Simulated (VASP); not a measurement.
Input of a VASP 6.6.1 run:

INCAR

```
SYSTEM = MoS2
PREC = Accurate ; ENCUT = 520
EDIFF = 1E-6 ; ISMEAR = 1
SIGMA = 0.17 ; LREAL = .FALSE.
LASPH = .TRUE. ; NELM = 100
ALGO = Normal ; ISIF = 2
LWAVE = .FALSE. ; LCHARG = .FALSE.
GGA = PS ; NBANDS = 35
```

Contents of KPOINTS:

```
Automatic mesh
0
G
  12 12 4
  0 0 0
```

POSCAR

```
MoS2
1.0
    3.0906447845      0.0000000000      0.0000000000
   -1.5453223923      2.6765768974      0.0000000000
    0.0000000000      0.0000000000     13.2999717011
Mo S
2 4
Direct
    0.3333333333      0.6666666667      0.2500000000
    0.6666666667      0.3333333333      0.7500000000
    0.3333333333      0.6666666667      0.6259932117
    0.6666666667      0.3333333333      0.1259932117
    0.3333333333      0.6666666667      0.8740067883
    0.6666666667      0.3333333333      0.3740067883
```

Potentials or basis: VASP PAW PBE potentials, release 64 (Mo_sv, S).

The run is started by

```bash
$ cat potpaw_PBE.64/Mo_sv/POTCAR potpaw_PBE.64/S/POTCAR > POTCAR
$ mpirun -np 1 vasp_std > vasp.out
```

Question: What does it give for the pressure?

Answer: -4.0 GPa.

Question: Predict the band gap on the k mesh.

Answer: 1.18 eV (least direct gap 2.00 eV).

Forces on the atoms (eV/Å):
```
Mo   0.000  0.000  0.000
Mo   0.000  0.000  0.000
S    0.000  0.000  1.264
S    0.000  0.000  1.264
S    0.000  0.000 -1.264
S    0.000  0.000 -1.264
```

Caveat: the stress differs along the axes, from -13 to 0 GPa; the PAW data sets were made with another functional, which shifts forces and pressure a little; this functional lacks dispersion, which binds layers or chains, so the pressure and a relaxed spacing across them are unreliable. A k mesh can miss the band edges.
